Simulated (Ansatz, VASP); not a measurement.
## ZnS: VASP beside Ansatz

The input POSCAR:

```
ZnS
1.0
    3.8067217484      0.0000000000      0.0000000000
   -1.9033608742      3.2967177392      0.0000000000
    0.0000000000      0.0000000000      6.2457351519
Zn S
2 2
Direct
    0.3333333333      0.6666666667      0.0053880718
    0.6666666667      0.3333333333      0.5053880718
    0.4042605032      0.7375938365      0.3796119282
    0.6666666667      0.3333333333      0.8796119282
```

Contents of INCAR.step1:

```
PREC = Accurate
ENCUT = 520
ISMEAR = 0
SIGMA = 0.05
LREAL = False
LASPH = True
NELM = 100
NBANDS = 26
GGA = PE
ALGO = Normal
EDIFF = 1E-4
LWAVE = True
LCHARG = False
```

File INCAR.step2:

```
PREC = Accurate
ENCUT = 520
EDIFF = 1E-6
ISMEAR = 0
SIGMA = 0.05
LREAL = False
LASPH = True
NELM = 100
ALGO = Normal
ISIF = 2
LWAVE = False
LCHARG = False
METAGGA = R2SCAN
LMIXTAU = True
NBANDS = 26
ISTART = 1
```

KPOINTS

```
regular mesh
0
Gamma
  6 6 4
```

Input for Ansatz:

```yaml
crystal:
  lattice:
    - [3.8067217484, 0.0, 0.0]
    - [-1.9033608742, 3.2967177392, 0.0]
    - [0.0, 0.0, 6.2457351519]
  atoms:
    - { symbol: Zn, position: [0.3333333333, 0.6666666667, 0.0053880718] }
    - { symbol: Zn, position: [0.6666666667, 0.3333333333, 0.5053880718] }
    - { symbol: S, position: [0.4042605032, 0.7375938365, 0.3796119282] }
    - { symbol: S, position: [0.6666666667, 0.3333333333, 0.8796119282] }
basis:
  ecutwfc: 500
kpoints:
  mp_grid: { grid: [6, 6, 4] }
hamiltonian:
  xc: r2scan
scf:
  occupations: { method: gaussian, width: 0.05 }
output:
  forces: true
  stress: true
  eigenvalues: true
```

Alike in both runs: task single point; functional r2SCAN; k mesh 6 × 6 × 4; occupations gaussian, width 0.05 eV; no spin polarisation.

|  | VASP | Ansatz |
| --- | --- | --- |
| version | VASP 6.6.1 | Ansatz 0.2.0 |
| potentials or method | VASP PAW PBE potentials, release 64 (Zn, S), cutoff 520 eV | scalar-relativistic, plane waves, PAW |
| valence electrons in the cell | 36 | 36 |

|  | VASP | Ansatz | Ansatz less VASP |
| --- | --- | --- | --- |
| gap on the k mesh at the Fermi level (eV) | 2.75 | 2.74 | -0.010 |
| least direct gap on the mesh (eV) | 2.75 | 2.74 | -0.010 |
| pressure (GPa) | 1.4 | 1.3 | -0.09 |
| traceless stress, the component that is largest in VASP (GPa) | 4.15 | 4.10 | -0.050 |
| rms of the force components (eV/Å) | 0.852 | 0.843 | -0.0090 |

VASP's potentials were made for PBE, not for r2SCAN. Atom by atom the forces differ by 0.010 eV/Å (rms over components). With one functional, cell and mesh, what is left measures potentials, basis and numerics.
